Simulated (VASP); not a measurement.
Input of a VASP 6.6.1 run:

Contents of INCAR:

```
SYSTEM = Al
PREC = Accurate
ENCUT = 520
EDIFF = 1E-7
ISMEAR = -1
SIGMA = 0.1
LREAL = Auto
LASPH = .True.
NELM = 100
ALGO = Normal
ISIF = 2
LWAVE = .False.
LCHARG = .False.
NBANDS = 44
```

The input KPOINTS:

```
regular mesh
0
Gamma
  2 2 1
  0 0 0
```

File POSCAR:

```
Al
1.0
    5.7275650000      0.0000000000      0.0000000000
    4.2956740000      7.4403250000      0.0000000000
    0.0000000000      0.0000000000     15.6765370000
Al
19
Direct
    0.1666684695      0.1111107378      0.0637895984
    0.6666715249      0.1111107378      0.0637895984
    0.1666708227      0.4444429511      0.0637895984
    0.6666738781      0.4444429511      0.0637895984
    0.1666731759      0.7777751644      0.0637895984
    0.6666762313      0.7777751644      0.0637895984
   -0.1180105313      0.2642223290      0.2466169665
    0.4103626210      0.2559834416      0.2109777178
   -0.1099530296      0.5691686855      0.2646821808
    0.3703049042      0.6039924331      0.2270718335
   -0.1335963451      0.8896116769      0.2425599480
    0.3356685262      0.9540846670      0.2180264685
   -0.0070204072      0.0926303622      0.4200098529
    0.4896648318      0.1238252361      0.3684359626
   -0.0660702146      0.4229653947      0.4152958016
    0.4103753393      0.4423865893      0.3715106213
   -0.0526957757      0.7075766180      0.4093187162
    0.3797303209      0.7431127001      0.3825143270
    0.5096153731      0.9445420731      0.4997851247
```

Potentials or basis: VASP PAW LDA potentials, release 64 (Al).

Launch:

```bash
$ cat potpaw_LDA.64/Al/POTCAR > POTCAR
$ mpirun -np 1 vasp_std > vasp.out
```

Question: Estimate the largest force.

Answer: 1.683 eV/Å.

Forces in eV/Å, atoms in the order of the input:
```
Al   0.225  0.035  0.032
Al  -0.086 -0.160 -0.050
Al   0.041  0.022  0.243
Al  -0.098  0.243  0.412
Al   0.238 -0.064  0.341
Al  -0.235  0.168  0.249
Al   0.040  0.065  0.075
Al  -0.275  0.352  0.032
Al  -0.196  0.131 -1.050
Al   0.363 -0.021 -0.948
Al  -0.076  0.378 -0.213
Al   0.164 -0.611  0.349
Al   0.053 -0.063 -0.127
Al  -0.176 -0.448 -0.174
Al  -0.607 -0.901  0.069
Al   0.292 -1.082  0.272
Al  -0.206  1.612  0.438
Al   0.954  0.639  0.097
Al  -0.415 -0.294 -0.046
```

Caveat: the k points lie up to 0.63 Å⁻¹ apart.
